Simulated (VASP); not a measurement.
# Nb2O (Pn-3m) in VASP: a series of runs, part 2 of 2

VASP 6.6.1.

**5. Relaxation of cell and atoms, PBE**

Input file INCAR:

```
SYSTEM = Nb2O
  PREC = Accurate
  ENCUT = 600
  EDIFF = 1E-6
  ISMEAR = 0
  SIGMA = 0.1
  LREAL = .FALSE.
  LASPH = .TRUE.
  NELM = 80
  ALGO = Normal
  ISIF = 3
  LWAVE = .FALSE.
  LCHARG = .FALSE.
  GGA = PE
  IBRION = 2
  NSW = 90
  EDIFFG = -0.04
```

Input file KPOINTS:

```
Automatic mesh
0
G
  4 4 4
  0 0 0
```

Input file POSCAR:

```
Nb2O
1.0
    4.4601546907      0.0000000000      0.0000000000
    0.0000000000      4.4601546907      0.0000000000
    0.0000000000      0.0000000000      4.4601546907
Nb O
4 2
Direct
    0.2500000000      0.2500000000      0.2500000000
    0.2500000000      0.7500000000      0.7500000000
    0.7500000000      0.7500000000      0.2500000000
    0.7500000000      0.2500000000      0.7500000000
    0.0000000000      0.0000000000      0.0000000000
    0.5000000000      0.5000000000      0.5000000000
```

Potentials or basis: VASP PAW PBE potentials, release 64 (Nb_sv, O).

On the command line:

```console
$ cat potpaw_PBE.64/Nb_sv/POTCAR potpaw_PBE.64/O/POTCAR > POTCAR
$ mpirun -np 1 vasp_std > vasp.out
```

OUTCAR:

```text
SYSTEM = Nb2O
   PREC = Accurate
   ENCUT = 600
   EDIFF = 1E-6
   ISMEAR = 0
   LREAL = .FALSE.
   LASPH = .TRUE.
   NELM = 80
   ISIF = 3
   GGA = PE
   IBRION = 2
   NSW = 90
   EDIFFG = -0.04

 ion  position               nearest neighbor table
   1  0.250  0.250  0.250-   5 1.93   6 1.93
   2  0.250  0.750  0.750-   5 1.93   6 1.93
   3  0.750  0.750  0.250-   5 1.93   6 1.93
   4  0.750  0.250  0.750-   5 1.93   6 1.93
   5  0.000  0.000  0.000-   1 1.93   2 1.93   3 1.93   4 1.93
   6  0.500  0.500  0.500-   1 1.93   2 1.93   3 1.93   4 1.93

  LATTYP: Found a simple cubic cell.
 ALAT       =     4.4601546907

  Lattice vectors:

 A1 = (   4.4601546907,   0.0000000000,   0.0000000000)
 A2 = (   0.0000000000,   4.4601546907,   0.0000000000)
 A3 = (   0.0000000000,   0.0000000000,   4.4601546907)

Analysis of symmetry for initial positions (statically):
=====================================================================
 Subroutine PRICEL returns:
 Original cell was already a primitive cell.

 Routine SETGRP: Setting up the symmetry group for a
 simple cubic supercell.

 Subroutine GETGRP returns: Found 48 space group operations
 (whereof 24 operations were pure point group operations)
 out of a pool of 48 trial point group operations.

[... 139 lines left out ...]
   LRPA    =     F    only Hartree local field effects (RPA)
 conjugate gradient relaxation of ions
 non-spin polarized calculation
 Gauss-broadening in eV      SIGMA  =   0.10
  energy-cutoff  :      600.00
  volume of cell :       88.73
 maximum number of plane-waves:      3016
 NGX is ok and might be reduce to    36
   NGX = 17   NGY = 17   NGZ = 17

--------------------------------------- Ionic step        1  -------------------------------------------

 number of electron      63.9999998 magnetization

 Free energy of the ion-electron system (eV)
  ---------------------------------------------------
  ext. energy  EPLUGINS =         0.00000000
  ---------------------------------------------------
  free energy    TOTEN  =       -55.87616024 eV

  energy without entropy =      -55.86588990  energy(sigma->0) =      -55.87102507

 E-fermi :  10.8391     XC(G=0): -12.1846

 val. band max:       10.7796382591   @ k =   0.5000   0.5000   0.2500
 cond. band min:      10.8396852487   @ k =   0.5000   0.5000   0.0000
 fundamental gap:      0.0600469897
 Fermi energy:        10.8390964467

 k-point     1 :       0.0000    0.0000    0.0000
  band No.  band energies     occupation
      1     -44.6781      2.00000
      2     -44.5214      2.00000
      3     -44.5214      2.00000
      4     -44.5214      2.00000
      5     -22.4765      2.00000
      6     -21.1418      2.00000
[... 518 lines left out ...]
--------------------------------------- Ionic step        4  -------------------------------------------

 number of electron      64.0000003 magnetization

 Free energy of the ion-electron system (eV)
  ---------------------------------------------------
  ext. energy  EPLUGINS =         0.00000000
  ---------------------------------------------------
  free energy    TOTEN  =       -56.36439010 eV

  energy without entropy =      -56.35084068  energy(sigma->0) =      -56.35761539

 E-fermi :   9.6681     XC(G=0): -11.7225

 val. band max:        9.6218097830   @ k =   0.5000   0.5000   0.2500
 cond. band min:       9.6776273885   @ k =   0.5000   0.5000   0.0000
 fundamental gap:      0.0558176055
 Fermi energy:         9.6680595563

 k-point     1 :       0.0000    0.0000    0.0000
  band No.  band energies     occupation
      1     -45.9770      2.00000
      2     -45.8736      2.00000
      3     -45.8736      2.00000
      4     -45.8736      2.00000
      5     -23.3096      2.00000
      6     -22.3532      2.00000
[... 432 lines left out ...]
  FREE ENERGIE OF THE ION-ELECTRON SYSTEM (eV)
  ---------------------------------------------------
  free  energy   TOTEN  =       -56.3643901035 eV

  energy  without entropy=      -56.3508406812  energy(sigma->0) =      -56.35761539

 reached required accuracy - stopping structural energy minimisation
```

OSZICAR:

```text
N       E                     dE             d eps       ncg     rms          rms(c)
DAV:   1     0.964863252194E+03    0.96486E+03   -0.37889E+04   760   0.197E+03
DAV:   2     0.263920791944E+02   -0.93847E+03   -0.91898E+03   884   0.781E+02
DAV:   3    -0.568499982511E+02   -0.83242E+02   -0.81018E+02  1272   0.181E+02
[... 45 lines left out ...]
DAV:   3    -0.563640454985E+02    0.19590E-02   -0.85142E-03  1304   0.645E-01    0.108E-01
DAV:   4    -0.563641842812E+02   -0.13878E-03   -0.14721E-03  1098   0.155E-01    0.530E-02
DAV:   5    -0.563642690053E+02   -0.84724E-04   -0.25366E-04  1276   0.746E-02    0.457E-02
DAV:   6    -0.563643822520E+02   -0.11325E-03   -0.25318E-04  1256   0.720E-02    0.173E-02
DAV:   7    -0.563643899298E+02   -0.76779E-05   -0.28712E-05  1064   0.321E-02    0.329E-03
DAV:   8    -0.563643901035E+02   -0.17362E-06   -0.30139E-06   658   0.109E-02
   4 F= -.56364390E+02 E0= -.56357615E+02  d E =-.488230E+00
```

Wall time 2.4 min (1 thread of Intel Xeon Platinum 8259CL at 2.50GHz (Skylake/Cascade Lake), shared host); peak memory 0.22 GiB.

Results:

```yaml
Free_energy: -56.3644 eV
Relaxed_volume: 16.18 Å³/atom
Relaxed_cell: a = 4.596 Å, b = 4.596 Å, c = 4.596 Å, α = 90.00°, β = 90.00°, γ = 90.00°
Space_group_after_relaxing_to_0.05_Å: Pn-3m (No. 224)
Energy_gained_by_relaxing: 81.4 meV/atom
Ionic_steps: 4
Pressure_after_relaxing: -0.1 GPa
Band_gap_on_the_k_mesh: zero (band 32 reaches 10.84 eV, above the bottom of band 33 at 9.27 eV)
```

The path:
```
step  energy change (eV)  largest force (eV/Å)  pressure (GPa)  volume (Å³)
   1              0.0000                0.0000           20.45        88.73
   2              0.9844                0.0000          -22.18       115.24
   3             -0.4869                0.0000           -0.92        97.50
   4             -0.4882                0.0000           -0.11        97.07
```

Final structure:
```xyz
6
Lattice="4.5958 0.0000 0.0000 0.0000 4.5958 0.0000 0.0000 0.0000 4.5958" Properties=species:S:1:pos:R:3 pbc="T T T"
Nb    1.1490    1.1490    1.1490
Nb    1.1490    3.4469    3.4469
Nb    3.4469    3.4469    1.1490
Nb    3.4469    1.1490    3.4469
O     0.0000    0.0000    0.0000
O     2.2979    2.2979    2.2979
```

Levels at points of the mesh, in eV from the Fermi level:
| k point | band 28 | band 29 | band 30 | band 31 | band 32 | band 33 | band 34 | band 35 | band 36 | band 37 |
| --- | --- | --- | --- | --- | --- | --- | --- | --- | --- | --- |
| (0.00, 0.00, 0.00) | -2.60 | -2.60 | -2.60 | 1.18 | 1.18 | 1.51 | 1.51 | 1.51 | 1.81 | 1.81 |
| (0.50, 0.00, 0.00) | -1.49 | -1.13 | -1.13 | -0.88 | -0.88 | 0.21 | 0.21 | 0.79 | 0.79 | 1.85 |
| (0.50, 0.50, 0.00) | -2.06 | -0.76 | -0.76 | -0.69 | -0.69 | 0.01 | 0.01 | 0.21 | 0.21 | 1.30 |
| (0.50, 0.50, 0.50) | -1.02 | -1.02 | -0.37 | -0.37 | -0.37 | 1.45 | 1.45 | 1.45 | 1.46 | 1.46 |

**6. Relaxation of cell and atoms, PBE**

This run uses another cell than the first one, of 16.21 Å³/atom, 1.096 times its volume.

Input file INCAR:

```
PREC = Accurate
ENCUT = 600
EDIFF = 1E-6
ISMEAR = 0
SIGMA = 0.1
LREAL = False
LASPH = True
NELM = 60
ALGO = Normal
ISIF = 3
LWAVE = False
LCHARG = False
GGA = PE
IBRION = 2
NSW = 100
EDIFFG = -0.01
```

Input file KPOINTS:

```
regular mesh
0
Gamma
  8 8 8
```

POSCAR: that of step 5 with these lines changed.

```diff
@@ -2,5 +2,5 @@
 1.0
-    4.4601546907      0.0000000000      0.0000000000
-    0.0000000000      4.4601546907      0.0000000000
-    0.0000000000      0.0000000000      4.4601546907
+    4.5984302383      0.0000000000      0.0000000000
+    0.0000000000      4.5984302383      0.0000000000
+    0.0000000000      0.0000000000      4.5984302383
 Nb O
```

Potentials or basis: VASP PAW PBE potentials, release 64 (Nb_sv, O).

On the command line:

```console
$ cat potpaw_PBE.64/Nb_sv/POTCAR potpaw_PBE.64/O/POTCAR > POTCAR
$ mpirun -np 1 vasp_std > vasp.out
```

OUTCAR:

```text
PREC = Accurate
   ENCUT = 600
   EDIFF = 1E-6
   ISMEAR = 0
   LREAL = False
   LASPH = True
   NELM = 60
   ISIF = 3
   GGA = PE
   IBRION = 2
   NSW = 100
   EDIFFG = -0.01

 ion  position               nearest neighbor table
   1  0.250  0.250  0.250-   5 1.99   6 1.99
   2  0.250  0.750  0.750-   5 1.99   6 1.99
   3  0.750  0.750  0.250-   5 1.99   6 1.99
   4  0.750  0.250  0.750-   5 1.99   6 1.99
   5  0.000  0.000  0.000-   1 1.99   2 1.99   3 1.99   4 1.99
   6  0.500  0.500  0.500-   1 1.99   2 1.99   3 1.99   4 1.99

  LATTYP: Found a simple cubic cell.
 ALAT       =     4.5984302383

  Lattice vectors:

 A1 = (   4.5984302383,   0.0000000000,   0.0000000000)
 A2 = (   0.0000000000,   4.5984302383,   0.0000000000)
 A3 = (   0.0000000000,   0.0000000000,   4.5984302383)

Analysis of symmetry for initial positions (statically):
=====================================================================
 Subroutine PRICEL returns:
 Original cell was already a primitive cell.

 Routine SETGRP: Setting up the symmetry group for a
 simple cubic supercell.

 Subroutine GETGRP returns: Found 48 space group operations
 (whereof 24 operations were pure point group operations)
 out of a pool of 48 trial point group operations.

The static configuration has the point symmetry T_d .
 The point group associated with its full space group is O_h .

Analysis of symmetry for dynamics (positions and initial velocities):
=====================================================================
 Subroutine PRICEL returns:
 Original cell was already a primitive cell.

 Routine SETGRP: Setting up the symmetry group for a
 simple cubic supercell.

 Subroutine GETGRP returns: Found 48 space group operations
 (whereof 24 operations were pure point group operations)
 out of a pool of 48 trial point group operations.

The dynamic configuration has the point symmetry T_d .
[... 135 lines left out ...]
   AEXX    =    0.0000 exact exchange contribution
   IVDW    =     0    specifies the selected vdW correction
   LEPSILON=     F    determine dielectric tensor
   LRPA    =     F    only Hartree local field effects (RPA)
 conjugate gradient relaxation of ions
 non-spin polarized calculation
 Gauss-broadening in eV      SIGMA  =   0.10
  energy-cutoff  :      600.00
  volume of cell :       97.24
 maximum number of plane-waves:      3294
 NGX is ok and might be reduce to    40
   NGX = 19   NGY = 19   NGZ = 19

--------------------------------------- Ionic step        1  -------------------------------------------

 number of electron      63.9999991 magnetization

 Free energy of the ion-electron system (eV)
  ---------------------------------------------------
  ext. energy  EPLUGINS =         0.00000000
  ---------------------------------------------------
  free energy    TOTEN  =       -56.38603112 eV

  energy without entropy =      -56.36507923  energy(sigma->0) =      -56.37555518

------------------------ aborting loop because EDIFF is reached ----------------------------------------

  FORCE on cell =-STRESS in cart. coord.  units (eV):
  Direction    XX          YY          ZZ          XY          YZ          ZX
  --------------------------------------------------------------------------------------
  -------------------------------------------------------------------------------------
  Total       -0.2749237     -0.2749237     -0.2749237      0.0000000     -0.0000000      0.0000000
  in kB       -4.5299554     -4.5299554     -4.5299554      0.0000000     -0.0000000      0.0000000
  external PRESSURE =      -4.5299554 kB  Pullay stress =       0.0000000 kB
[... 67 lines left out ...]
--------------------------------------- Ionic step        3  -------------------------------------------

 number of electron      63.9999989 magnetization

 Free energy of the ion-electron system (eV)
  ---------------------------------------------------
  ext. energy  EPLUGINS =         0.00000000
  ---------------------------------------------------
  free energy    TOTEN  =       -56.38636621 eV

  energy without entropy =      -56.36547853  energy(sigma->0) =      -56.37592237

 E-fermi :   9.6275     XC(G=0): -11.7279

 val. band max:        9.6248759966   @ k =   0.2500   0.1250   0.1250
 cond. band min:       9.6422896793   @ k =   0.3750   0.3750   0.3750
 fundamental gap:      0.0174136827
 Fermi energy:         9.6274710416

 k-point     1 :       0.0000    0.0000    0.0000
  band No.  band energies     occupation
      1     -45.9802      2.00000
      2     -45.8766      2.00000
      3     -45.8766      2.00000
      4     -45.8766      2.00000
      5     -23.3087      2.00000
      6     -22.3515      2.00000
[... 973 lines left out ...]
     37      11.0517      0.00000
     38      11.3907      0.00000

 [... further k-points ...]

------------------------ aborting loop because EDIFF is reached ----------------------------------------

  FORCE on cell =-STRESS in cart. coord.  units (eV):
  Direction    XX          YY          ZZ          XY          YZ          ZX
  --------------------------------------------------------------------------------------
  -------------------------------------------------------------------------------------
  Total        0.0027284      0.0027284      0.0027284      0.0000000      0.0000000     -0.0000000
  in kB        0.0450641      0.0450641      0.0450641      0.0000000      0.0000000     -0.0000000
  external PRESSURE =       0.0450641 kB  Pullay stress =       0.0000000 kB
[... 21 lines left out ...]
  FREE ENERGIE OF THE ION-ELECTRON SYSTEM (eV)
  ---------------------------------------------------
  free  energy   TOTEN  =       -56.3863662100 eV

  energy  without entropy=      -56.3654785296  energy(sigma->0) =      -56.37592237

 reached required accuracy - stopping structural energy minimisation
```

OSZICAR:

```text
N       E                     dE             d eps       ncg     rms          rms(c)
DAV:   1     0.912738428070E+03    0.91274E+03   -0.37749E+04  2660   0.194E+03
DAV:   2     0.227977682909E+02   -0.88994E+03   -0.87048E+03  3094   0.757E+02
DAV:   3    -0.578434771143E+02   -0.80641E+02   -0.78716E+02  4472   0.177E+02
[... 25 lines left out ...]
DAV:   3    -0.563861557040E+02    0.18432E-02   -0.76968E-03  4668   0.618E-01    0.102E-01
DAV:   4    -0.563862458021E+02   -0.90098E-04   -0.14207E-03  3872   0.150E-01    0.495E-02
DAV:   5    -0.563863075919E+02   -0.61790E-04   -0.25795E-04  4450   0.766E-02    0.443E-02
DAV:   6    -0.563863686924E+02   -0.61100E-04   -0.23129E-04  4380   0.703E-02    0.168E-02
DAV:   7    -0.563863657428E+02    0.29496E-05   -0.27496E-05  3810   0.314E-02    0.378E-03
DAV:   8    -0.563863662100E+02   -0.46714E-06   -0.33435E-06  2602   0.109E-02
   3 F= -.56386366E+02 E0= -.56375922E+02  d E =-.335086E-03
```

Wall time 6.4 min (1 thread of Intel Xeon 6975P-C, shared host); peak memory 0.32 GiB.

What came out:

```yaml
Free_energy: -56.3864 eV
Relaxed_volume: 16.17 Å³/atom
Relaxed_cell: a = 4.595 Å, b = 4.595 Å, c = 4.595 Å, α = 90.00°, β = 90.00°, γ = 90.00°
Space_group_after_relaxing_to_0.05_Å: Pn-3m (No. 224)
Energy_gained_by_relaxing: 0.1 meV/atom
Ionic_steps: 3
Pressure_after_relaxing: 0.0 GPa
Band_gap_on_the_k_mesh: zero (band 32 reaches 10.85 eV, above the bottom of band 33 at 9.27 eV)
```

Step by step:
| step | energy change (eV) | largest force (eV/Å) | pressure (GPa) | volume (Å³) |
| --- | --- | --- | --- | --- |
| 1 | 0.0000 | 0.0000 | -0.45 | 97.24 |
| 2 | 0.0007 | 0.0000 | 0.79 | 96.59 |
| 3 | -0.0003 | 0.0000 | 0.00 | 97.00 |

Final structure:
```
Nb O
1.0
     4.59475    0.00000    0.00000
     0.00000    4.59475    0.00000
     0.00000    0.00000    4.59475
Nb O
4 2
Direct
  0.25000 0.25000 0.25000
  0.25000 0.75000 0.75000
  0.75000 0.75000 0.25000
  0.75000 0.25000 0.75000
  0.00000 0.00000 0.00000
  0.50000 0.50000 0.50000
```

**7. Summary**

| task | cell | k mesh | cutoff (eV) | gap on the mesh (eV) | pressure (GPa) | relaxed volume (Å³/atom) |
| --- | --- | --- | --- | --- | --- | --- |
| single point | a = 4.460 Å, 6 atoms | 4 × 4 × 4 | 520 | none | 20.5 | - |
| single point | a = 4.598 Å, 6 atoms | 4 × 4 × 4 | 520 | none | -0.4 | - |
| single point | a = 4.598 Å, 6 atoms | 8 × 8 × 8 | 520 | none | -0.4 | - |
| relaxation of cell and atoms | relaxed from a = 4.460 Å, 6 atoms | 4 × 4 × 4 | 600 | none | -0.1 | 16.18 |
| relaxation of cell and atoms | relaxed from a = 4.598 Å, 6 atoms | 8 × 8 × 8 | 600 | none | 0.0 | 16.17 |

Alike in all rows: level PBE; potentials or basis VASP PAW PBE potentials, release 64 (Nb_sv, O); no spin polarisation; smearing gaussian 0.1 eV.

Absolute energies hang on the potentials; compare differences alone.
